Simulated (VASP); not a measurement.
# W (Im-3m) in VASP: a series of runs

Runs on W. Level: PBE. Tasks: single point, relaxation of cell and atoms.

Everything below comes from runs of VASP 6.6.1. Logs are shortened: lines on timing, memory, paths and dates and some standing lists are left out, and cuts for length are marked.

## 1. The cell of the first run

Symmetry: Im-3m, No. 229, cubic system. Conventional cell: a = 3.184 Å, b = 3.184 Å, c = 3.184 Å, α = 90.00°, β = 90.00°, γ = 90.00°. W (site symmetry m-3m) has 14 W at 2.76 to 3.18 Å within 3.6 Å.

## 2. Single point, PBE

File INCAR:

```
PREC = Accurate
ENCUT = 520
EDIFF = 1E-6
ISMEAR = 0
SIGMA = 0.1
LREAL = F
LASPH = T
NELM = 100
ALGO = Fast
ISIF = 2
LWAVE = F
LCHARG = T
GGA = PE
LELF = T
LVHAR = T
NBANDS = 13
```

File KPOINTS:

```
Automatic mesh
0
Gamma
  40 40 40
```

File POSCAR:

```
W
1.0
   -1.5918525206      1.5918525206      1.5918525206
    1.5918525206     -1.5918525206      1.5918525206
    1.5918525206      1.5918525206     -1.5918525206
W
1
Direct
    0.0000000000      0.0000000000      0.0000000000
```

Potentials or basis: VASP PAW PBE potentials, release 64 (W_sv).

The run is started by

```sh
> cat potpaw_PBE.64/W_sv/POTCAR > POTCAR
> mpirun -np 1 vasp_std > vasp.out
```

OUTCAR:

```text
PREC = Accurate
   ENCUT = 520
   EDIFF = 1E-6
   ISMEAR = 0
   LREAL = F
   LASPH = T
   NELM = 100
   ISIF = 2
   GGA = PE

 ion  position               nearest neighbor table
   1  0.000  0.000  0.000-

  LATTYP: Found a body centered cubic cell.
 ALAT       =     3.1837050412

  Lattice vectors:

 A1 = (  -1.5918525206,   1.5918525206,   1.5918525206)
 A2 = (   1.5918525206,  -1.5918525206,   1.5918525206)
 A3 = (   1.5918525206,   1.5918525206,  -1.5918525206)

Analysis of symmetry for initial positions (statically):
=====================================================================
 Subroutine PRICEL returns:
 Original cell was already a primitive cell.

 Routine SETGRP: Setting up the symmetry group for a
 body centered cubic supercell.

 Subroutine GETGRP returns: Found 48 space group operations
 (whereof 48 operations were pure point group operations)
 out of a pool of 48 trial point group operations.

The static configuration has the point symmetry O_h .

Analysis of symmetry for dynamics (positions and initial velocities):
=====================================================================
 Subroutine PRICEL returns:
 Original cell was already a primitive cell.

 Routine SETGRP: Setting up the symmetry group for a
 body centered cubic supercell.

 Subroutine GETGRP returns: Found 48 space group operations
 (whereof 48 operations were pure point group operations)
 out of a pool of 48 trial point group operations.

The dynamic configuration has the point symmetry O_h .

 Subroutine INISYM returns: Found 48 space group operations
 (whereof 48 operations are pure point group operations),
 and found     1 'primitive' translations

----------------------------------------------------------------------------------------

                                     Primitive cell

  volume of cell :      16.1350

  direct lattice vectors                    reciprocal lattice vectors
    -1.591852521  1.591852521  1.591852521     0.000000000  0.314099449  0.314099449
     1.591852521 -1.591852521  1.591852521     0.314099449  0.000000000  0.314099449
     1.591852521  1.591852521 -1.591852521     0.314099449  0.314099449  0.000000000

  length of vectors
     2.757169444  2.757169444  2.757169444     0.444203701  0.444203701  0.444203701

  position of ions in fractional coordinates (direct lattice)
     0.000000000  0.000000000  0.000000000

  ion indices of the primitive-cell ions
   primitive index   ion index
                 1           1

----------------------------------------------------------------------------------------

 KPOINTS: Automatic mesh

Automatic generation of k-mesh.
 Grid dimensions read from file:
 generate k-points for:   40   40   40

 Generating k-lattice:

  Cartesian coordinates                     Fractional coordinates (reciprocal lattice)
     0.000000000  0.007852486  0.007852486     0.025000000  0.000000000  0.000000000
     0.007852486  0.000000000  0.007852486     0.000000000  0.025000000  0.000000000
     0.007852486  0.007852486  0.000000000     0.000000000  0.000000000  0.025000000

  Length of vectors
     0.011105093  0.011105093  0.011105093

  Shift w.r.t. Gamma in fractional coordinates (k-lattice)
     0.000000000  0.000000000  0.000000000

 Subroutine IBZKPT returns following result:
 ===========================================

 Found   1661 irreducible k-points:

 Following reciprocal coordinates:
            Coordinates               Weight
  0.000000  0.000000  0.000000      1.000000
  0.025000  0.000000  0.000000     12.000000
  0.050000  0.000000  0.000000     12.000000
  0.075000  0.000000  0.000000     12.000000
  0.100000  0.000000  0.000000     12.000000
  0.125000  0.000000  0.000000     12.000000
[... 16 lines left out ...]
  0.050000  0.025000 -0.000000     48.000000
  0.075000  0.025000  0.000000     48.000000
 [... further k-points ...]
   k-points           NKPTS =   1661   k-points in BZ     NKDIM =   1661   number of bands    NBANDS=     13
   number of dos      NEDOS =    301   number of ions     NIONS =      1
   total plane-waves  NPLWV =  13824
   dimension x,y,z NGX =    24 NGY =   24 NGZ =   24
   dimension x,y,z NGXF=    48 NGYF=   48 NGZF=   48
   ions per type =               1
   NGX,Y,Z   is equivalent  to a cutoff of  14.47, 14.47, 14.47 a.u.
   NGXF,Y,Z  is equivalent  to a cutoff of  28.94, 28.94, 28.94 a.u.
 SYSTEM =  unknown system
   PREC   = accura    normal or accurate (medium, high low for compatibility)
   ISTART =      0    job   : 0-new  1-cont  2-samecut
   ICHARG =      2    charge: 1-file 2-atom 10-const
   ISPIN  =      1    spin polarized calculation?
   LNONCOLLINEAR =      F non collinear calculations
   LSORBIT =      F    spin-orbit coupling
   LASPH  =      T    aspherical Exc in radial PAW
   ENCUT  =  520.0 eV  38.22 Ry    6.18 a.u.   5.13  5.13  5.13*2*pi/ulx,y,z
   NELM   =    100;   NELMIN=  2; NELMDL= -5     # of ELM steps
   EDIFF  = 0.1E-05   stopping-criterion for ELM
   LREAL  =      F    real-space projection
[... 7 lines left out ...]
   TEBEG  =    0.0;   TEEND  =   0.0 temperature during run
   PSTRESS=    0.0 pullay stress
   NELECT =      14.0000    total number of electrons
   NUPDOWN=      -1.0000    fix difference up-down
   EMIN   =  10.00;   EMAX   =-10.00  energy-range for DOS
   EFERMI =   0.00;   METHOD = LEGACY
   ISMEAR =     0;   SIGMA  =   0.10  broadening in eV -4-tet -1-fermi 0-gaus
   EFERMI_NEDOS =   21; number of points for ismear=-14 and -15
   IALGO  =     68    algorithm
   IMIX   =      4    mixing-type and parameters
     AMIX     =   0.40;   BMIX     =  1.00
     AMIX_MAG =   1.60;   BMIX_MAG =  1.00
  volume/ion in A,a.u.               =      16.13       108.88
  Fermi-wavevector in a.u.,A,eV,Ry     =   1.561450  2.950712 33.172709  2.438125
  Thomas-Fermi vector in A             =   2.664513
   LORBIT       =      0    0 simple, 1 ext, 2 COOP (PROOUT), +10 PAW based schemes
   GGA     = PE    functional components
   LHFCALC =     F    Hartree Fock is set to
   AEXX    =    0.0000 exact exchange contribution
   IVDW    =     0    specifies the selected vdW correction
   LEPSILON=     F    determine dielectric tensor
   LRPA    =     F    only Hartree local field effects (RPA)
 non-spin polarized calculation
 RMM-DIIS sequential band-by-band and
 Gauss-broadening in eV      SIGMA  =   0.10
  energy-cutoff  :      520.00
  volume of cell :       16.13
 maximum number of plane-waves:       466
 NGX is ok and might be reduce to    24
   NGX = 11   NGY = 11   NGZ = 11

 number of electron      14.0000002 magnetization

 Free energy of the ion-electron system (eV)
  ---------------------------------------------------
  ext. energy  EPLUGINS =         0.00000000
  ---------------------------------------------------
  free energy    TOTEN  =       -12.95588061 eV

  energy without entropy =      -12.95358746  energy(sigma->0) =      -12.95473404

 E-fermi :  11.2030     XC(G=0): -13.5408

 val. band max:       11.2020833445   @ k =  -0.3500   0.3500   0.2750
 cond. band min:      11.2044431944   @ k =  -0.2500   0.2750   0.1250
 fundamental gap:      0.0023598499
 Fermi energy:        11.2029594446

 k-point     1 :       0.0000    0.0000    0.0000
  band No.  band energies     occupation
      1     -63.0195      2.00000
      2     -26.6067      2.00000
      3     -26.6067      2.00000
      4     -26.6067      2.00000
      5       1.6500      2.00000
      6       9.9887      2.00000
      7       9.9887      2.00000
      8       9.9887      2.00000
      9      13.4080      0.00000
     10      13.4080      0.00000
     11      25.6654      0.00000
     12      25.6654      0.00000
     13      25.6654      0.00000

 k-point     2 :       0.0250    0.0000    0.0000
  band No.  band energies     occupation
      1     -63.0188      2.00000
      2     -26.6148      2.00000
      3     -26.6092      2.00000
      4     -26.6067      2.00000
      5       1.6799      2.00000
      6       9.9703      2.00000
      7       9.9851      2.00000
      8      10.0173      2.00000
      9      13.3771      0.00000
     10      13.4081      0.00000
     11      25.6915      0.00000
     12      25.7163      0.00000
     13      25.7401      0.00000

 k-point     3 :       0.0500    0.0000    0.0000
  band No.  band energies     occupation
      1     -63.0166      2.00000
      2     -26.6388      2.00000
      3     -26.6168      2.00000
      4     -26.6068      2.00000
      5       1.7691      2.00000
      6       9.9161      2.00000
      7       9.9731      2.00000
      8      10.1030      2.00000
      9      13.2900      0.00000
     10      13.4086      0.00000
     11      25.7676      0.00000
     12      25.8681      0.00000
     13      25.9574      0.00000

 k-point     4 :       0.0750    0.0000    0.0000
  band No.  band energies     occupation
      1     -63.0129      2.00000
      2     -26.6780      2.00000
      3     -26.6290      2.00000
      4     -26.6070      2.00000
      5       1.9155      2.00000
      6       9.8288      2.00000
      7       9.9492      2.00000
      8      10.2452      2.00000
      9      13.1631      0.00000
     10      13.4105      0.00000
     11      25.8863      0.00000
     12      26.1178      0.00000
     13      26.2971      0.00000

 k-point     5 :       0.1000    0.0000    0.0000
  band No.  band energies     occupation
      1     -63.0078      2.00000
      2     -26.7312      2.00000
      3     -26.6458      2.00000
      4     -26.6072      2.00000
      5       2.1159      2.00000
      6       9.7125      2.00000
      7       9.9083      2.00000
      8      10.4429      2.00000
      9      13.0191      0.00000
     10      13.4152      0.00000
     11      26.0341      0.00000
     12      26.4609      0.00000
     13      26.7265      0.00000

 k-point     6 :       0.1250    0.0000    0.0000
  band No.  band energies     occupation
      1     -63.0015      2.00000
      2     -26.7968      2.00000
      3     -26.6665      2.00000
      4     -26.6075      2.00000
      5       2.3654      2.00000
      6       9.5723      2.00000
      7       9.8453      2.00000
      8      10.6948      2.00000
      9      12.8828      0.00000
     10      13.4243      0.00000
     11      26.1891      0.00000
     12      26.8919      0.00000
     13      27.1996      0.00000

 k-point     7 :       0.1500    0.0000    0.0000
  band No.  band energies     occupation
      1     -62.9942      2.00000
      2     -26.8729      2.00000
      3     -26.6908      2.00000
      4     -26.6079      2.00000
      5       2.6575      2.00000
      6       9.4138      2.00000
      7       9.7583      2.00000
      8      10.9991      1.99605
      9      12.7756      0.00000
     10      13.4396      0.00000
     11      26.3196      0.00000
     12      27.4045      0.00000
     13      27.6514      0.00000
[... 193 lines left out ...]
 k-point    20 :       0.4750    0.0000    0.0000
  band No.  band energies     occupation
      1     -62.8964      2.00000
      2     -27.8140      2.00000
      3     -27.0010      2.00000
      4     -26.6129      2.00000
      5       5.0298      2.00000
      6       7.7160      2.00000
      7      11.7049      0.00000
      8      13.3143      0.00000
      9      14.2360      0.00000
     10      17.0942      0.00000
     11      22.0760      0.00000
     12      22.6746      0.00000
     13      27.9000      0.00000

 k-point    21 :       0.5000    0.0000    0.0000
  band No.  band energies     occupation
      1     -62.8956      2.00000
      2     -27.8209      2.00000
      3     -27.0034      2.00000
      4     -26.6130      2.00000
      5       5.0269      2.00000
      6       7.7049      2.00000
      7      11.8064      0.00000
      8      13.2912      0.00000
      9      14.2486      0.00000
     10      17.1816      0.00000
     11      21.9856      0.00000
     12      22.6292      0.00000
     13      27.7772      0.00000

 k-point    22 :       0.0250    0.0250    0.0000
  band No.  band energies     occupation
      1     -63.0173      2.00000
      2     -26.6314      2.00000
      3     -26.6118      2.00000
      4     -26.6087      2.00000
      5       1.7395      2.00000
      6       9.9450      2.00000
      7       9.9628      2.00000
      8      10.0780      2.00000
      9      13.3171      0.00000
     10      13.4094      0.00000
     11      25.7351      0.00000
     12      25.8398      0.00000
     13      25.8716      0.00000

 k-point    23 :       0.0500    0.0250   -0.0000
  band No.  band energies     occupation
      1     -63.0143      2.00000
      2     -26.6632      2.00000
      3     -26.6207      2.00000
      4     -26.6097      2.00000
      5       1.8573      2.00000
      6       9.8778      2.00000
      7       9.9388      2.00000
      8      10.1946      2.00000
      9      13.2077      0.00000
     10      13.4131      0.00000
     11      25.8305      0.00000
     12      26.0474      0.00000
     13      26.1451      0.00000

 k-point    24 :       0.0750    0.0250    0.0000
  band No.  band energies     occupation
      1     -63.0100      2.00000
      2     -26.7093      2.00000
      3     -26.6351      2.00000
      4     -26.6100      2.00000
      5       2.0308      2.00000
      6       9.7755      2.00000
      7       9.9057      2.00000
      8      10.3661      2.00000
      9      13.0688      0.00000
     10      13.4198      0.00000
     11      25.9684      0.00000
     12      26.3383      0.00000
     13      26.5305      0.00000

 [... further k-points ...]

------------------------ aborting loop because EDIFF is reached ----------------------------------------

  FORCE on cell =-STRESS in cart. coord.  units (eV):
  Direction    XX          YY          ZZ          XY          YZ          ZX
  --------------------------------------------------------------------------------------
  -------------------------------------------------------------------------------------
  Total        0.0450244      0.0450244      0.0450244      0.0000000      0.0000000      0.0000000
  in kB        4.4708525      4.4708525      4.4708525      0.0000000      0.0000000      0.0000000
  external PRESSURE =       4.4708525 kB  Pullay stress =       0.0000000 kB

 VOLUME and BASIS-vectors are now :
 -----------------------------------------------------------------------------
  energy-cutoff  :      520.00
  volume of cell :       16.13
      direct lattice vectors                 reciprocal lattice vectors
    -1.591852521  1.591852521  1.591852521     0.000000000  0.314099449  0.314099449
     1.591852521 -1.591852521  1.591852521     0.314099449  0.000000000  0.314099449
     1.591852521  1.591852521 -1.591852521     0.314099449  0.314099449  0.000000000

 POSITION                                       TOTAL-FORCE (eV/Angst)
 -----------------------------------------------------------------------------------
      0.00000      0.00000      0.00000        -0.000000     -0.000000     -0.000000
 -----------------------------------------------------------------------------------
    total drift:                               -0.000000      0.000000      0.000000

  FREE ENERGIE OF THE ION-ELECTRON SYSTEM (eV)
  ---------------------------------------------------
  free  energy   TOTEN  =       -12.9558806130 eV

  energy  without entropy=      -12.9535874645  energy(sigma->0) =      -12.95473404
```

Wall time 3 min (1 thread of AMD EPYC 9R45 (Zen 5), shared host); peak memory 0.4 GiB.

Results:

| Quantity | Value |
| --- | --- |
| Free energy | -12.9559 eV |
| Pressure | 0.4 GPa |
| Band gap on the k mesh | zero (bands 7 and 8 overlap by 6.24 eV) |

Caveat: spin-orbit coupling is left out, which moves the levels of the heavy elements.

## 3. Single point, PBE

File INCAR:

```
PREC = Accurate
ENCUT = 520
EDIFF = 1E-7
ISMEAR = 0
SIGMA = 0.1
LREAL = False
LASPH = True
NELM = 80
ALGO = Fast
ISIF = 2
LWAVE = False
LCHARG = False
GGA = PE
NBANDS = 13
```

File KPOINTS:

```
regular mesh
0
Gamma
  48 48 48
```

File POSCAR:

```
W
1.0
   -1.5918622657      1.5918622657      1.5918622657
    1.5918622657     -1.5918622657      1.5918622657
    1.5918622657      1.5918622657     -1.5918622657
W
1
Direct
    0.0000000000      0.0000000000      0.0000000000
```

Potentials or basis: VASP PAW PBE potentials, release 64 (W_sv).

The run is started by

```sh
> cat potpaw_PBE.64/W_sv/POTCAR > POTCAR
> mpirun -np 1 vasp_std > vasp.out
```

It took 6.1 min on 1 thread of AMD EPYC 9R45 (Zen 5), shared host; peak memory 0.6 GiB.

Results (log left out):

```yaml
Free_energy: -12.9561 eV
Pressure: 0.5 GPa
Band_gap_on_the_k_mesh: zero (bands 7 and 8 overlap by 6.24 eV)
```

Levels at points of the mesh, in eV from the Fermi level:
```
           k point  band 3  band 4  band 5  band 6  band 7  band 8  band 9  band 10  band 11  band 12
(0.00, 0.00, 0.00)  -37.82  -37.82   -9.56   -1.22   -1.22   -1.22    2.20     2.20    14.46    14.46
(0.50, 0.00, 0.00)  -38.21  -37.82   -6.18   -3.50    0.60    2.08    3.04     5.97    10.78    11.42
(0.50, 0.50, 0.50)  -38.67  -38.67   -5.71   -5.71    5.02    5.02    5.02     8.08     8.08     8.08
```

Caveat: spin-orbit coupling is left out, which moves the levels of the heavy elements.

## 4. Relaxation of cell and atoms, PBE

This run uses another cell than the first one, of 16.08 Å³/atom.

File INCAR:

```
SYSTEM = W
PREC = Accurate ; ENCUT = 600
EDIFF = 1E-6 ; ISMEAR = 0
SIGMA = 0.1 ; LREAL = .FALSE.
LASPH = .TRUE. ; NELM = 100
ALGO = Fast ; ISIF = 3
LWAVE = .FALSE. ; LCHARG = .FALSE.
GGA = PE ; IBRION = 2
NSW = 80 ; EDIFFG = -0.005
```

File KPOINTS:

```
regular mesh
0
G
  40 40 40
  0 0 0
```

File POSCAR:

```
W
1.0
   -1.5900000000      1.5900000000      1.5900000000
    1.5900000000     -1.5900000000      1.5900000000
    1.5900000000      1.5900000000     -1.5900000000
W
1
Direct
    0.0000000000      0.0000000000      0.0000000000
```

The run is started by

```sh
> cat potpaw_PBE.64/W_sv/POTCAR > POTCAR
> mpirun -np 1 vasp_std > vasp.out
```

It took 6.8 min on 1 thread of AMD EPYC 9R45 (Zen 5), shared host; peak memory 0.44 GiB.

Results (log left out):

* Free energy: -12.9561 eV
* Relaxed volume: 16.16 Å³/atom
* Relaxed cell: a = 2.759 Å, b = 2.759 Å, c = 2.759 Å, α = 109.47°, β = 109.47°, γ = 109.47°
* Space group after relaxing (to 0.1 Å): Im-3m (No. 229)
* Energy gained by relaxing: 0.4 meV/atom
* Ionic steps: 3
* Pressure after relaxing: 0.0 GPa
* Band gap on the k mesh: zero (bands 7 and 8 overlap by 6.22 eV)

The path:
```tsv
step	energy change (eV)	largest force (eV/Å)	pressure (GPa)	volume (Å³)
1	0.0000	0.0000	1.62	16.08
2	0.0046	0.0000	-5.32	16.46
3	-0.0004	0.0000	0.00	16.16
```

Final structure:
```yaml
crystal:
  lattice:
    - [-1.59279, 1.59279, 1.59279]
    - [1.59279, -1.59279, 1.59279]
    - [1.59279, 1.59279, -1.59279]
  atoms:
    - { symbol: W, position: [0.00000, 0.00000, 0.00000] }
```

Levels at points of the mesh, in eV from the Fermi level:
```
           k point  band 3  band 4  band 5  band 6  band 7  band 8  band 9  band 10  band 11
(0.00, 0.00, 0.00)  -37.81  -37.81   -9.54   -1.21   -1.21   -1.21    2.20     2.20    14.46
(0.50, 0.00, 0.00)  -38.21  -37.82   -6.16   -3.49    0.60    2.08    3.04     5.96    11.42
(0.50, 0.50, 0.50)  -38.66  -38.66   -5.69   -5.69    5.01    5.01    5.01     8.08     8.08
```

Caveat: spin-orbit coupling is left out, which moves the levels of the heavy elements.

## 5. The runs side by side

```tsv
task	cell	k mesh	cutoff (eV)	gap on the mesh (eV)	pressure (GPa)
single point	a = 2.757 Å, angles 109.5°, 1 atom	40 × 40 × 40	520	none	0.4
single point	a = 2.757 Å, angles 109.5°, 1 atom	48 × 48 × 48	520	none	0.5
relaxation of cell and atoms	relaxed from a = 2.754 Å, angles 109.5°, 1 atom	40 × 40 × 40	600	none	0.0
```

Alike in all rows: level PBE; potentials or basis VASP PAW PBE potentials, release 64 (W_sv); no spin polarisation; smearing gaussian 0.1 eV.

Caveats: spin-orbit coupling is left out, which moves the levels of the heavy elements.

Total energies depend on the potentials used, so only differences within one code and one set of settings carry meaning.
